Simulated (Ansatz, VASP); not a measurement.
# HgTe in VASP and in Ansatz

Contents of INCAR:

```
SYSTEM = HgTe
PREC = Accurate
ENCUT = 600
EDIFF = 1E-7
ISMEAR = 0
SIGMA = 0.1
LREAL = .False.
LASPH = .True.
NELM = 60
ALGO = Normal
ISIF = 3
LWAVE = .False.
LCHARG = .False.
GGA = PE
IBRION = 2
NSW = 100
EDIFFG = -0.005
```

Contents of KPOINTS:

```
regular mesh
0
Gamma
  12 12 12
  0 0 0
```

Contents of POSCAR:

```
HgTe
1.0
    0.0000000000      3.0771170000      3.0771170000
    3.0771170000      0.0000000000      3.0771170000
    3.0771170000      3.0771170000      0.0000000000
Hg Te
1 1
Direct
    0.0000000000      0.0000000000      0.0000000000
    0.5000000000      0.5000000000      0.5000000000
```

Input for Ansatz:

```yaml
crystal:
  lattice:
    - [0.0, 3.077117, 3.077117]
    - [3.077117, 0.0, 3.077117]
    - [3.077117, 3.077117, 0.0]
  atoms:
    - { symbol: Hg, position: [0.0, 0.0, 0.0] }
    - { symbol: Te, position: [0.5, 0.5, 0.5] }
basis:
  ecutwfc: 420
kpoints:
  mp_grid: { grid: [12, 12, 12] }
hamiltonian:
  xc: pbe
scf:
  occupations: { method: gaussian, width: 0.1 }
output:
  forces: true
  stress: true
  eigenvalues: true
  write_density: true
  write_potential: true
  elf: true
  volumetric_format: npy
relax:
  adjacent_minimum: "off"
  f_tol: 0.005
  max_steps: 80
  cell: { stress_tol: 0.05 }
```

Alike in both runs: task relaxation of cell and atoms; functional PBE; k mesh 12 × 12 × 12; occupations gaussian, width 0.1 eV; no spin polarisation.

|  | VASP | Ansatz |
| --- | --- | --- |
| version | VASP 6.6.1 | Ansatz 0.2.0 |
| potentials or method | VASP PAW PBE potentials, release 64 (Hg, Te), cutoff 600 eV | scalar-relativistic, plane waves, PAW |
| valence electrons in the cell | 18 | 36 |

```csv
,VASP,Ansatz,Ansatz less VASP
"gap on the k mesh at the Fermi level, each at its own relaxed structure (eV)",none,none,-
relaxed volume (Å³/atom),29.04,28.98,-0.066
relaxed cell length with the largest relative difference (Å),4.347,4.344,-0.0033
```

A gap of «none» marks a metal or a gap that the smearing closes. VASP's potentials hold 18 valence electrons a cell and Ansatz's 36, so a difference there can come from the potentials and not from the codes.

Neither program's run includes spin-orbit coupling.
